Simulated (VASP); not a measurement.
A run of VASP 6.6.1 is set up as follows.

INCAR

```
SYSTEM = Te2Mo
ALGO = Normal
EDIFF = 1E-6
ENCUT = 520
GGA = PE
ISIF = 2
ISMEAR = -1
IVDW = 13
LASPH = .True.
LCHARG = .True.
LELF = .True.
LREAL = .False.
LVHAR = .True.
LWAVE = .False.
NBANDS = 35
NELM = 80
PREC = Accurate
SIGMA = 0.05
```

File KPOINTS:

```
k-points
0
Gamma
  4 8 1
  0 0 0
```

POSCAR

```
Te2Mo
1.0
    6.3220840453      0.0000000000      0.0035165857
    0.0000000000      3.4099516973      0.0000000000
   -0.0652111121      0.0000000000     36.1666013458
Te Mo
4 2
Direct
    0.4315057101      0.7500000000      0.5411524241
    0.5684942899      0.2500000000      0.4588475759
    0.9218224650      0.2500000000      0.5570930244
    0.0781775350      0.7500000000      0.4429069756
    0.1825540415      0.2500000000      0.4976318308
    0.8174459585      0.7500000000      0.5023681692
```

Potentials or basis: VASP PAW PBE potentials, release 64 (Te, Mo_sv).

The run is started by

```console
$ cat potpaw_PBE.64/Te/POTCAR potpaw_PBE.64/Mo_sv/POTCAR > POTCAR
$ mpirun -np 1 vasp_std > vasp.out
```

(1) Estimate the dispersion energy per atom.

(2) What does it give for the band gap on the k mesh?

(3) Predict the largest force.

Results:

(1) -0.436 eV.

(2) zero (bands 26 and 27 overlap by 0.35 eV).

(3) 0.011 eV/Å.

Caveat: spin-orbit coupling is left out, which moves the levels of the heavy elements.
